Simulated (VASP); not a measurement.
Pd: single point with PBE

Pd:

```
Pd
1.0
     2.78413    0.00000    0.00000
    -1.39207    2.41113    0.00000
     0.00000    0.00000    4.65534
Pd
2
Direct
  0.33333 0.66667 0.25000
  0.66667 0.33333 0.75000
```

```
Program                : VASP 6.6.1
Task                   : single point
Functional             : PBE
Potentials or basis    : VASP PAW PBE potentials, release 64 (Pd)
Cutoff                 : 500 eV
k mesh                 : 9 × 9 × 5
Occupations            : fermi-dirac, width 0.05 eV
Spin                   : no spin polarisation
Dipole correction      : no
Further INCAR settings : ALGO = Normal; EDIFF = 1e-06; NBANDS = 17
```

The pressure is -2.5 GPa and the band gap on the k mesh is zero (band 10 reaches 8.97 eV, above the bottom of band 11 at 8.36 eV).

Levels at points of the mesh, in eV from the Fermi level:
| k point | band 8 | band 9 | band 10 | band 11 | band 12 | band 13 |
| --- | --- | --- | --- | --- | --- | --- |
| (0.00, 0.00, 0.00) | -1.51 | -1.51 | -0.22 | -0.22 | 0.95 | 6.53 |

Run time: 11 s on 1 thread of Intel(R) Xeon(R) Platinum 8559C (Emerald Rapids) (shared host), peak memory 0.14 GiB.
